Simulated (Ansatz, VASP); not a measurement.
HfZn: VASP beside Ansatz

INCAR

```
PREC = Accurate
ENCUT = 520
EDIFF = 1E-7
ISMEAR = 0
SIGMA = 0.15
LREAL = False
LASPH = True
NELM = 60
ALGO = Fast
ISIF = 2
LWAVE = False
LCHARG = False
NBANDS = 18
```

Contents of KPOINTS:

```
Automatic mesh
0
Gamma
  14 14 14
```

The input POSCAR:

```
HfZn
1.0
    3.2751048400      0.0000000000      0.0000000000
    0.0000000000      3.2751048400      0.0000000000
    0.0000000000      0.0000000000      3.2751048400
Hf Zn
1 1
Direct
    0.4847333131      0.5000000000      0.5000000000
    0.0000000000      0.0000000000      0.0000000000
```

Input for Ansatz:

```yaml
crystal:
  lattice:
    - [3.27510484, 0.0, 0.0]
    - [0.0, 3.27510484, 0.0]
    - [0.0, 0.0, 3.27510484]
  atoms:
    - { symbol: Hf, position: [0.4847333131, 0.5, 0.5] }
    - { symbol: Zn, position: [0.0, 0.0, 0.0] }
basis:
  ecutwfc: 420
kpoints:
  mp_grid: { grid: [14, 14, 14] }
hamiltonian:
  xc: lda
scf:
  occupations: { method: gaussian, width: 0.15 }
output:
  forces: true
  stress: true
  eigenvalues: true
```

Change from the starting cell: all Hf atoms moved +0.050 Å, as atom 1 towards its neighbour atom 1 (Hf) at 3.275 Å.

Alike in both runs: task single point; functional LDA; k mesh 14 × 14 × 14; occupations gaussian, width 0.15 eV; no spin polarisation.

```csv
,VASP,Ansatz
version,VASP 6.6.1,Ansatz 0.2.0
potentials or method,"VASP PAW LDA potentials, release 64 (Hf_pv, Zn), cutoff 520 eV","scalar-relativistic, plane waves, PAW"
valence electrons in the cell,22,38
```

```tsv
	VASP	Ansatz	Ansatz less VASP
gap on the k mesh at the Fermi level (eV)	none	none	-
pressure (GPa)	-6.0	-6.2	-0.20
rms of the force components (eV/Å)	0.120	0.120	-0.0001
```

LDA's correlation is that of Perdew and Zunger in VASP and of Perdew and Wang (1992) in Ansatz. Atom by atom the forces differ by 0.000 eV/Å (rms over components). A gap of «none» marks a metal or a gap that the smearing closes. VASP's potentials hold 22 valence electrons a cell and Ansatz's 38, so a difference there can come from the potentials and not from the codes.

Spin-orbit coupling is off throughout.
